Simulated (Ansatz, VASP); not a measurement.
GaP in VASP and in Ansatz

The input INCAR:

```
SYSTEM = GaP
ALGO = Normal ; EDIFF = 1E-7
ENCUT = 520 ; GGA = PE
ISIF = 2 ; ISMEAR = -1
LASPH = .True. ; LCHARG = .False.
LREAL = .False. ; LWAVE = .False.
NBANDS = 16 ; NELM = 80
PREC = Accurate ; SIGMA = 0.02
```

Contents of KPOINTS:

```
k-points
0
Gamma
  8 8 8
  0 0 0
```

File POSCAR:

```
GaP
1.0
    0.0000000000      2.8316898682      2.8316898682
    2.8316898682      0.0000000000      2.8316898682
    2.8316898682      2.8316898682      0.0000000000
Ga P
1 1
Direct
    0.0000000000      0.0000000000      0.0000000000
    0.2500000000      0.2500000000      0.2500000000
```

Input for Ansatz:

```yaml
crystal:
  lattice:
    - [0.0, 2.8316898682, 2.8316898682]
    - [2.8316898682, 0.0, 2.8316898682]
    - [2.8316898682, 2.8316898682, 0.0]
  atoms:
    - { symbol: Ga, position: [0.0, 0.0, 0.0] }
    - { symbol: P, position: [0.25, 0.25, 0.25] }
kpoints:
  mp_grid: { grid: [8, 8, 8] }
  band_path:
    path:
      - [0.0, 0.0, 0.0]
      - [-0.5, -0.5, 0.0]
      - [-0.375, -0.375, 0.25]
      - [-0.375, 0.0, 0.375]
      - [0.0, 0.0, 0.5]
      - [-0.5, -0.25, 0.25]
    npoints: 1
hamiltonian:
  xc: pbe
scf:
  occupations: { method: fermi_dirac, width: 0.02 }
  n_extra_bands: 4
output:
  forces: true
  stress: true
  eigenvalues: true
```

Change from the starting cell: hydrostatic strain +3.9%.

Alike in both runs: task single point; functional PBE; k mesh 8 × 8 × 8; occupations fermi-dirac, width 0.02 eV; no spin polarisation.

|  | VASP | Ansatz |
| --- | --- | --- |
| version | VASP 6.6.1 | Ansatz 0.2.0 |
| potentials or method | VASP PAW PBE potentials, release 64 (Ga_d, P) | plane waves, PAW |
| plane-wave cutoff (eV) | 520 | 420 |
| valence electrons in the cell | 18 | 18 |

|  | VASP | Ansatz | Ansatz less VASP |
| --- | --- | --- | --- |
| gap on the k mesh at the Fermi level (eV) | 0.90 | 0.91 | +0.004 |
| pressure (GPa) | -5.3 | -5.3 | -0.02 |
